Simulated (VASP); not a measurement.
**CoW3: single point with PBEsol**

Crystal: CoW3.

```
Co W
1.0
     3.85824    0.00000    0.00000
     0.00000    3.85824    0.00000
     0.00000    0.00000    3.85824
Co W
1 3
Direct
  0.00000 0.00000 0.03240
  0.00000 0.50000 0.50000
  0.50000 0.00000 0.50000
  0.50000 0.50000 0.00000
```

This cell differs from its parent crystal: all Co atoms moved +0.125 Å, as atom 1 along Cartesian [0 0 1].

```
Program             : VASP 6.6.1
Task                : single point
Functional          : PBEsol
Potentials or basis : VASP PAW PBE potentials, release 64 (Co, W_sv)
Cutoff              : 520 eV
k mesh              : 12 × 12 × 12
Occupations         : gaussian, width 0.15 eV
Spin                : no spin polarisation
```

| Quantity | Value |
| --- | --- |
| Pressure | 1.4 GPa |
| Largest force | 0.941 eV/Å |
| Band gap on the k mesh | zero (an odd number of electrons rules out a gap without spin polarisation) |

Forces on the atoms (eV/Å):
```
Co   0.000  0.000 -0.941
W    0.000  0.000  0.570
W    0.000  0.000  0.570
W    0.000  0.000 -0.199
```

Stress tensor (GPa, compression positive):
```
1.56 0.00 0.00
0.00 1.56 0.00
0.00 0.00 0.95
```

Levels at points of the mesh, in eV from the Fermi level:
```csv
k point,band 22,band 23,band 24,band 25,band 26,band 27,band 28,band 29
"(0.00, 0.00, 0.00)",-1.08,0.37,0.39,2.96,2.96,2.97,3.22,3.22
"(0.50, 0.00, 0.00)",-1.97,-1.05,0.02,0.26,0.28,0.67,1.00,1.84
"(0.00, 0.00, 0.50)",-1.91,-1.17,0.17,0.23,0.23,0.69,0.92,1.90
"(0.50, 0.50, 0.00)",-1.90,-1.90,-1.82,-1.02,0.51,0.51,1.08,1.08
"(0.00, 0.50, 0.50)",-1.99,-1.88,-1.81,-0.94,0.57,0.61,1.02,1.04
"(0.50, 0.50, 0.50)",-0.86,-0.86,-0.86,0.54,0.54,0.54,1.28,2.55
```

Wall time 8.9 min on 1 thread of Intel(R) Xeon(R) Platinum 8259CL CPU @ 2.50GHz (Skylake/Cascade Lake), with other jobs on the host, peak memory 0.41 GiB.

Caveat: the cell differs from its parent crystal (all Co atoms moved +0.125 Å, as atom 1 along Cartesian [0 0 1]); the PAW data sets were made with another functional, which shifts forces and pressure a little; spin-orbit coupling is left out, which moves the levels of the heavy elements; the run has no spin polarisation, though such a crystal can be magnetic. Spin polarisation is off, so any magnetic state and its effect on volume and gap are missing.
